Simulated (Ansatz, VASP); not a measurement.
## AlN in VASP and in Ansatz

```
CELL_PARAMETERS angstrom
0.00000 2.02066 2.02066
2.02066 0.00000 2.02066
2.02066 2.02066 0.00000
ATOMIC_POSITIONS crystal
Al 0.50000 0.50000 0.50000
N 0.00000 0.00000 0.00000
```

Alike in both runs: task single point; functional PBE; k mesh 10 × 10 × 10; occupations gaussian, width 0.02 eV; no spin polarisation.

|  | VASP | Ansatz |
| --- | --- | --- |
| version | VASP 6.6.1 | Ansatz 0.2.0 |
| potentials or method | VASP PAW PBE potentials, release 64 (Al, N), cutoff 600 eV | scalar-relativistic, plane waves, PAW |
| valence electrons in the cell | 8 | 8 |

Ansatz gave:

| Quantity | Value |
| --- | --- |
| gap on the k mesh at the Fermi level (eV) | 4.64 |
| least direct gap on the mesh (eV) | 5.69 |
| pressure (GPa) | 5.7 |

Problem. Which values does VASP return?

Solution. gap on the k mesh at the Fermi level (eV): 4.62; least direct gap on the mesh (eV): 5.70; pressure (GPa): 5.2.
